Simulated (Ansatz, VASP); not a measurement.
# One calculation of RbBr, two programs

The input POSCAR:

```
RbBr
1.0
    4.1279266072      0.0000000000      0.0000000000
    0.0000000000      4.1279266072      0.0000000000
    0.0000000000      0.0000000000      4.1279266072
Rb Br
1 1
Direct
    0.0000000000      0.0000000000      0.0000000000
    0.5000000000      0.5000000000      0.5000000000
```

INCAR.step1

```
ALGO = Normal
EDIFF = 1E-5
ENCUT = 520
GGA = PE
GGA_COMPAT = F
ISIF = 2
ISMEAR = 0
KPAR = 4
LASPH = T
LCHARG = F
LORBIT = 11
LORBMOM = T
LREAL = F
LSORBIT = T
LWAVE = T
MAGMOM = 0 0 0 0 0 0
NBANDS = 28
NELM = 150
PREC = Accurate
SIGMA = 0.01
```

The input INCAR.step2:

```
ALGO = Normal
EDIFF = 1E-6
ENCUT = 520
GGA = PE
GGA_COMPAT = F
HFSCREEN = 0.2079
ISIF = 2
ISMEAR = 0
ISTART = 1
KPAR = 4
LASPH = T
LCHARG = F
LHFCALC = T
LORBIT = 11
LORBMOM = T
LREAL = F
LSORBIT = T
LWAVE = F
MAGMOM = 0 0 0 0 0 0
NBANDS = 28
NELM = 150
PREC = Accurate
PRECFOCK = Normal
SIGMA = 0.01
```

File KPOINTS:

```
k-points
0
Gamma
  4 4 4
```

Input for Ansatz:

```yaml
crystal:
  lattice:
    - [4.1279266072, 0.0, 0.0]
    - [0.0, 4.1279266072, 0.0]
    - [0.0, 0.0, 4.1279266072]
  atoms:
    - { symbol: Rb, position: [0.0, 0.0, 0.0] }
    - { symbol: Br, position: [0.5, 0.5, 0.5] }
kpoints:
  mp_grid: { grid: [4, 4, 4] }
  band_path:
    path:
      - [0.0, 0.0, 0.0]
      - [0.0, 0.5, 0.0]
      - [0.5, 0.5, 0.0]
      - [0.5, 0.5, 0.5]
      - [0.0, 0.5, 0.5]
    npoints: 1
hamiltonian:
  xc: hse06
scf:
  occupations: { method: fixed }
  n_extra_bands: 8
magnetization:
  noncollinear: true
  spin_orbit: true
output:
  eigenvalues: true
```

Alike in both runs: task single point; functional HSE06; k mesh 4 × 4 × 4; non-collinear spin, spin-orbit coupling.

|  | VASP | Ansatz |
| --- | --- | --- |
| version | VASP 6.6.1 | Ansatz 0.2.0 |
| potentials or method | VASP PAW PBE potentials, release 64 (Rb_sv, Br) | plane waves, PAW |
| plane-wave cutoff (eV) | 520 | 420 |
| occupations | gaussian, width 0.01 eV | fixed |
| valence electrons in the cell | 16 | 16 |

```csv
,VASP,Ansatz,Ansatz less VASP
net moment per atom (μB),0.00,0.00,0.000
```

The k mesh is coarse, so the values compare programs but aren't converged.
